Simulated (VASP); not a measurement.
# NaF (Fm-3m) in VASP: a series of runs

Runs on NaF. Level: PBE. Tasks: single point, relaxation of cell and atoms.

All numbers are computed with VASP 6.6.1; they aren't measurements. Logs are shortened: lines on timing, memory, paths and dates and some standing lists are left out, and cuts for length are marked.

## Step 1: The cell of the first run

Symmetry: Fm-3m, No. 225, cubic system. The conventional cell has a = 4.700 Å, b = 4.700 Å, c = 4.700 Å, α = 90.00°, β = 90.00°, γ = 90.00°. Na (site symmetry m-3m) has 6 F at 2.35 Å within 3.1 Å. Within 3.1 Å of F (site symmetry m-3m) lie 6 Na at 2.35 Å.

## Step 2: Single point, PBE

Input file INCAR:

```
ALGO = Normal ; EDIFF = 1E-7
ENCUT = 520 ; GGA = PE
ISIF = 2 ; ISMEAR = 0
LASPH = True ; LCHARG = False
LREAL = False ; LWAVE = False
NBANDS = 14 ; NELM = 80
PREC = Accurate ; SIGMA = 0.02
```

Input file KPOINTS:

```
k-points
0
Gamma
  8 8 8
```

Input file POSCAR:

```
NaF
1.0
    0.0000000000      2.3498830131      2.3498830131
    2.3498830131      0.0000000000      2.3498830131
    2.3498830131      2.3498830131      0.0000000000
Na F
1 1
Direct
    0.0000000000      0.0000000000      0.0000000000
    0.5000000000      0.5000000000      0.5000000000
```

Potentials or basis: VASP PAW PBE potentials, release 64 (Na_pv, F).

On the command line:

```console
$ cat potpaw_PBE.64/Na_pv/POTCAR potpaw_PBE.64/F/POTCAR > POTCAR
$ mpirun -np 1 vasp_std > vasp.out
```

OUTCAR:

```text
EDIFF = 1E-7
   ENCUT = 520
   GGA = PE
   ISIF = 2
   ISMEAR = 0
   LASPH = True
   LREAL = False
   NELM = 80
   PREC = Accurate

 ion  position               nearest neighbor table
   1  0.000  0.000  0.000-
   2  0.500  0.500  0.500-

  LATTYP: Found a face centered cubic cell.
 ALAT       =     4.6997660262

  Lattice vectors:

 A1 = (   0.0000000000,   2.3498830131,   2.3498830131)
 A2 = (   2.3498830131,   0.0000000000,   2.3498830131)
 A3 = (   2.3498830131,   2.3498830131,   0.0000000000)

Analysis of symmetry for initial positions (statically):
[... 5 lines left out ...]
 face centered cubic supercell.

 Subroutine GETGRP returns: Found 48 space group operations
 (whereof 48 operations were pure point group operations)
 out of a pool of 48 trial point group operations.

The static configuration has the point symmetry O_h .

Analysis of symmetry for dynamics (positions and initial velocities):
[... 5 lines left out ...]
 face centered cubic supercell.

 Subroutine GETGRP returns: Found 48 space group operations
 (whereof 48 operations were pure point group operations)
 out of a pool of 48 trial point group operations.

The dynamic configuration has the point symmetry O_h .

 Subroutine INISYM returns: Found 48 space group operations
 (whereof 48 operations are pure point group operations),
 and found     1 'primitive' translations

----------------------------------------------------------------------------------------

                                     Primitive cell

  volume of cell :      25.9519

  direct lattice vectors                    reciprocal lattice vectors
     0.000000000  2.349883013  2.349883013    -0.212776550  0.212776550  0.212776550
     2.349883013  0.000000000  2.349883013     0.212776550 -0.212776550  0.212776550
     2.349883013  2.349883013  0.000000000     0.212776550  0.212776550 -0.212776550

  length of vectors
     3.323236427  3.323236427  3.323236427     0.368539795  0.368539795  0.368539795

  position of ions in fractional coordinates (direct lattice)
     0.000000000  0.000000000  0.000000000
     0.500000000  0.500000000  0.500000000

  ion indices of the primitive-cell ions
   primitive index   ion index
                 1           1
                 2           2

----------------------------------------------------------------------------------------

 KPOINTS: k-points

Automatic generation of k-mesh.
 Grid dimensions read from file:
 generate k-points for:    8    8    8

 Generating k-lattice:

  Cartesian coordinates                     Fractional coordinates (reciprocal lattice)
    -0.026597069  0.026597069  0.026597069     0.125000000  0.000000000  0.000000000
     0.026597069 -0.026597069  0.026597069     0.000000000  0.125000000  0.000000000
     0.026597069  0.026597069 -0.026597069     0.000000000  0.000000000  0.125000000

  Length of vectors
     0.046067474  0.046067474  0.046067474

  Shift w.r.t. Gamma in fractional coordinates (k-lattice)
     0.000000000  0.000000000  0.000000000

 Subroutine IBZKPT returns following result:
 ===========================================

 Found     29 irreducible k-points:

 Following reciprocal coordinates:
            Coordinates               Weight
  0.000000  0.000000  0.000000      1.000000
  0.125000  0.000000  0.000000      8.000000
  0.250000  0.000000  0.000000      8.000000
  0.375000  0.000000  0.000000      8.000000
  0.500000  0.000000  0.000000      4.000000
  0.125000  0.125000  0.000000      6.000000
[... 16 lines left out ...]
  0.500000  0.250000  0.125000     48.000000
 -0.375000  0.250000  0.125000     24.000000
 [... further k-points ...]
   k-points           NKPTS =     29   k-points in BZ     NKDIM =     29   number of bands    NBANDS=     14
   number of dos      NEDOS =    301   number of ions     NIONS =      2
   total plane-waves  NPLWV =  21952
   dimension x,y,z NGX =    28 NGY =   28 NGZ =   28
   dimension x,y,z NGXF=    56 NGYF=   56 NGZF=   56
   ions per type =               1   1
   NGX,Y,Z   is equivalent  to a cutoff of  14.01, 14.01, 14.01 a.u.
   NGXF,Y,Z  is equivalent  to a cutoff of  28.01, 28.01, 28.01 a.u.
 SYSTEM =  unknown system
   PREC   = accura    normal or accurate (medium, high low for compatibility)
   ISTART =      0    job   : 0-new  1-cont  2-samecut
   ICHARG =      2    charge: 1-file 2-atom 10-const
   ISPIN  =      1    spin polarized calculation?
   LNONCOLLINEAR =      F non collinear calculations
   LSORBIT =      F    spin-orbit coupling
   LASPH  =      T    aspherical Exc in radial PAW
   ENCUT  =  520.0 eV  38.22 Ry    6.18 a.u.   6.18  6.18  6.18*2*pi/ulx,y,z
   NELM   =     80;   NELMIN=  2; NELMDL= -5     # of ELM steps
   EDIFF  = 0.1E-06   stopping-criterion for ELM
   LREAL  =      F    real-space projection
   EDIFFG = 0.1E-05   stopping-criterion for IOM
   NSW    =      0    number of steps for IOM
   IBRION =     -1    ionic relax: 0-MD 1-quasi-New 2-CG
   NFREE  =      0    steps in history (QN), initial steepest desc. (CG)
   ISIF   =      2    stress and relaxation
   ISYM   =      2    0-nonsym 1-usesym 2-fastsym
   POTIM  = 0.5000    time-step for ionic-motion
   TEBEG  =    0.0;   TEEND  =   0.0 temperature during run
   PSTRESS=    0.0 pullay stress
   NELECT =      14.0000    total number of electrons
   NUPDOWN=      -1.0000    fix difference up-down
   EMIN   =  10.00;   EMAX   =-10.00  energy-range for DOS
   EFERMI =   0.00;   METHOD = LEGACY
   ISMEAR =     0;   SIGMA  =   0.02  broadening in eV -4-tet -1-fermi 0-gaus
   EFERMI_NEDOS =   21; number of points for ismear=-14 and -15
   IALGO  =     38    algorithm
   IMIX   =      4    mixing-type and parameters
     AMIX     =   0.40;   BMIX     =  1.00
     AMIX_MAG =   1.60;   BMIX_MAG =  1.00
  volume/ion in A,a.u.               =      12.98        87.57
  Fermi-wavevector in a.u.,A,eV,Ry     =   1.332686  2.518412 24.164665  1.776053
  Thomas-Fermi vector in A             =   2.461602
   LORBIT       =      0    0 simple, 1 ext, 2 COOP (PROOUT), +10 PAW based schemes
   GGA     = PE    functional components
   LHFCALC =     F    Hartree Fock is set to
   AEXX    =    0.0000 exact exchange contribution
   IVDW    =     0    specifies the selected vdW correction
   LEPSILON=     F    determine dielectric tensor
   LRPA    =     F    only Hartree local field effects (RPA)
 non-spin polarized calculation
 Gauss-broadening in eV      SIGMA  =   0.02
  energy-cutoff  :      520.00
  volume of cell :       25.95
 maximum number of plane-waves:       725
 NGX is ok and might be reduce to    28
   NGX = 13   NGY = 13   NGZ = 13

 number of electron      14.0000002 magnetization

 Free energy of the ion-electron system (eV)
  ---------------------------------------------------
  ext. energy  EPLUGINS =         0.00000000
  ---------------------------------------------------
  free energy    TOTEN  =        -8.56945323 eV

  energy without entropy =       -8.56945323  energy(sigma->0) =       -8.56945323

 E-fermi :  -2.0863     XC(G=0):  -8.9552

 val. band max:       -2.2620090489   @ k =   0.0000   0.0000   0.0000
 cond. band min:       3.8146360011   @ k =   0.0000   0.0000   0.0000
 fundamental gap:      6.0766450500
 Fermi energy:        -2.0862597427

 k-point     1 :       0.0000    0.0000    0.0000
  band No.  band energies     occupation
      1     -21.3678      2.00000
      2     -21.3373      2.00000
      3     -21.3373      2.00000
      4     -21.3373      2.00000
      5      -2.2620      2.00000
      6      -2.2620      2.00000
      7      -2.2620      2.00000
      8       3.8146      0.00000
      9      16.4111      0.00000
     10      16.4111      0.00000
     11      16.4111      0.00000
     12      19.1892      0.00000
     13      21.3171      0.00000
     14      21.3171      0.00000

 k-point     2 :       0.1250    0.0000    0.0000
  band No.  band energies     occupation
      1     -21.6281      2.00000
      2     -21.3389      2.00000
      3     -21.3389      2.00000
      4     -21.0582      2.00000
      5      -2.5415      2.00000
      6      -2.2970      2.00000
      7      -2.2970      2.00000
      8       4.3451      0.00000
      9      14.6993      0.00000
     10      16.6310      0.00000
     11      16.6310      0.00000
     12      20.7041      0.00000
     13      20.7041      0.00000
     14      20.9777      0.00000

 k-point     3 :       0.2500    0.0000    0.0000
  band No.  band energies     occupation
      1     -21.8486      2.00000
      2     -21.3427      2.00000
      3     -21.3427      2.00000
      4     -20.7937      2.00000
      5      -3.1091      2.00000
      6      -2.3802      2.00000
      7      -2.3802      2.00000
      8       5.6334      0.00000
      9      12.6122      0.00000
     10      17.1018      0.00000
     11      17.1018      0.00000
     12      20.0299      0.00000
     13      20.0299      0.00000
     14      21.4523      0.00000
[... 324 lines left out ...]
 k-point    23 :       0.5000    0.2500    0.1250
  band No.  band energies     occupation
      1     -21.8790      2.00000
      2     -21.3815      2.00000
      3     -21.3580      2.00000
      4     -20.6929      2.00000
      5      -3.4289      2.00000
      6      -2.7328      2.00000
      7      -2.5393      2.00000
      8       8.0895      0.00000
      9      11.0579      0.00000
     10      14.6934      0.00000
     11      16.5271      0.00000
     12      18.8628      0.00000
     13      20.8492      0.00000
     14      24.7799      0.00000

 k-point    24 :      -0.3750    0.2500    0.1250
  band No.  band energies     occupation
      1     -21.8946      2.00000
      2     -21.3843      2.00000
      3     -21.3641      2.00000
      4     -20.6630      2.00000
      5      -3.4971      2.00000
      6      -2.8046      2.00000
      7      -2.5755      2.00000
      8       9.2475      0.00000
      9      10.1158      0.00000
     10      14.4183      0.00000
     11      16.2217      0.00000
     12      19.4208      0.00000
     13      20.4459      0.00000
     14      25.0600      0.00000

 [... further k-points ...]
[... 5 lines left out ...]
  --------------------------------------------------------------------------------------
  -------------------------------------------------------------------------------------
  Total       -0.0155878     -0.0155878     -0.0155878      0.0000000     -0.0000000      0.0000000
  in kB       -0.9623337     -0.9623337     -0.9623337      0.0000000     -0.0000000      0.0000000
  external PRESSURE =      -0.9623337 kB  Pullay stress =       0.0000000 kB

 VOLUME and BASIS-vectors are now :
 -----------------------------------------------------------------------------
  energy-cutoff  :      520.00
  volume of cell :       25.95
      direct lattice vectors                 reciprocal lattice vectors
     0.000000000  2.349883013  2.349883013    -0.212776550  0.212776550  0.212776550
     2.349883013  0.000000000  2.349883013     0.212776550 -0.212776550  0.212776550
     2.349883013  2.349883013  0.000000000     0.212776550  0.212776550 -0.212776550

 POSITION                                       TOTAL-FORCE (eV/Angst)
 -----------------------------------------------------------------------------------
      0.00000      0.00000      0.00000         0.000000      0.000000      0.000000
      2.34988      2.34988      2.34988        -0.000000     -0.000000     -0.000000
 -----------------------------------------------------------------------------------
    total drift:                                0.000000      0.000000      0.000000

  FREE ENERGIE OF THE ION-ELECTRON SYSTEM (eV)
  ---------------------------------------------------
  free  energy   TOTEN  =        -8.5694532316 eV

  energy  without entropy=       -8.5694532316  energy(sigma->0) =       -8.56945323
```

It took 24 s on 1 thread of Intel Xeon 8259CL, shared host; peak memory 0.15 GiB.

Results:

```yaml
Free_energy: -8.5695 eV
Pressure: -0.1 GPa
Band_gap_on_the_k_mesh: 6.08 eV, direct
```

Expect the measured gap to be larger: semilocal functionals such as PBE lack the derivative discontinuity.

## Step 3: Relaxation of cell and atoms, PBE

This run uses another cell than the first one, of 12.54 Å³/atom, 0.966 times its volume.

Input file INCAR:

```
SYSTEM = NaF
ALGO = Normal
EDIFF = 1E-7
EDIFFG = -0.005
ENCUT = 600
GGA = PE
IBRION = 2
ISIF = 3
ISMEAR = 0
LASPH = .TRUE.
LCHARG = .FALSE.
LREAL = .FALSE.
LWAVE = .FALSE.
NELM = 60
NSW = 100
PREC = Accurate
SIGMA = 0.02
```

Input file KPOINTS:

```
k-points
0
G
  8 8 8
  0 0 0
```

Input file POSCAR:

```
NaF
1.0
    0.0000000000      2.3233000000      2.3233000000
    2.3233000000      0.0000000000      2.3233000000
    2.3233000000      2.3233000000      0.0000000000
Na F
1 1
Direct
    0.0000000000      0.0000000000      0.0000000000
    0.5000000000      0.5000000000      0.5000000000
```

Potentials or basis: VASP PAW PBE potentials, release 64 (Na_pv, F).

On the command line:

```console
$ cat potpaw_PBE.64/Na_pv/POTCAR potpaw_PBE.64/F/POTCAR > POTCAR
$ mpirun -np 1 vasp_std > vasp.out
```

Run time: 58 s. Hardware: 1 thread of Intel Xeon 8259CL, shared host; peak memory 0.15 GiB.

It converged, with:

```yaml
Free_energy: -8.5695 eV
Relaxed_volume: 12.92 Å³/atom
Relaxed_cell: a = 3.319 Å, b = 3.319 Å, c = 3.319 Å, α = 60.00°, β = 60.00°, γ = 60.00°
Space_group_after_relaxing_to_0.05_Å: Fm-3m (No. 225)
Energy_gained_by_relaxing: 1.8 meV/atom
Ionic_steps: 4
Pressure_after_relaxing: 0.1 GPa
Band_gap_on_the_k_mesh: 6.10 eV, direct
```

The path:
```
step  energy change (eV)  largest force (eV/Å)  pressure (GPa)  volume (Å³)
   1              0.0000                0.0000            1.48        25.08
   2             -0.0028                0.0000            0.65        25.50
   3             -0.0035                0.0000           -0.10        25.90
   4             -0.0035                0.0000            0.05        25.84
```

Final structure:
```xyz
2
Lattice="0.0000 2.3466 2.3466 2.3466 0.0000 2.3466 2.3466 2.3466 0.0000" Properties=species:S:1:pos:R:3 pbc="T T T"
Na    0.0000    0.0000    0.0000
F     2.3466    2.3466    2.3466
```

Levels at points of the mesh, in eV from the valence-band top:
| k point | band 4 | band 5 | band 6 | band 7 | band 8 | band 9 | band 10 | band 11 |
| --- | --- | --- | --- | --- | --- | --- | --- | --- |
| (0.00, 0.00, 0.00) | -19.06 | 0.00 | 0.00 | 0.00 | 6.10 | 18.71 | 18.71 | 18.71 |
| (0.50, 0.00, 0.00) | -18.27 | -1.51 | -0.24 | -0.24 | 10.55 | 12.15 | 19.70 | 19.70 |
| (0.50, 0.50, 0.00) | -18.89 | -1.21 | -0.39 | -0.39 | 12.84 | 13.18 | 13.23 | 19.28 |

As with any semilocal functional, this PBE gap is likely too small. PBE usually gives volumes a little too large and moduli too small.
